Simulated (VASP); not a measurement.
A run of VASP 6.6.1 is set up as follows.

The input INCAR:

```
SYSTEM = InO3
PREC = Accurate
ENCUT = 520
EDIFF = 1E-6
ISMEAR = -1
SIGMA = 0.06122561905347299
LREAL = .False.
LASPH = .True.
NELM = 100
ALGO = Normal
ISIF = 2
LWAVE = .False.
LCHARG = .False.
GGA = PE
NBANDS = 24
```

Contents of KPOINTS:

```
Automatic mesh
0
Gamma
  13 13 13
  0 0 0
```

File POSCAR:

```
InO3
1.0
    4.1842631586      0.0000000000      0.0000000000
    0.0000000000      4.1842631586      0.0000000000
    0.0000000000      0.0000000000      4.1842631586
In O
1 3
Direct
    0.0000000000      0.0000000000      0.0000000000
    0.5000000000      0.0000000000      0.0000000000
    0.0000000000      0.5000000000      0.0000000000
    0.0000000000      0.0000000000      0.5000000000
```

Potentials or basis: VASP PAW PBE potentials, release 64 (In_d, O).

Run with:

```bash
$ cat potpaw_PBE.64/In_d/POTCAR potpaw_PBE.64/O/POTCAR > POTCAR
$ mpirun -np 1 vasp_std > vasp.out
```

Q: What does it give for the pressure?

A: 1.6 GPa.

Caveat: an odd number of electrons without spin polarisation forces a metal; a magnetic or distorted state may lie lower.
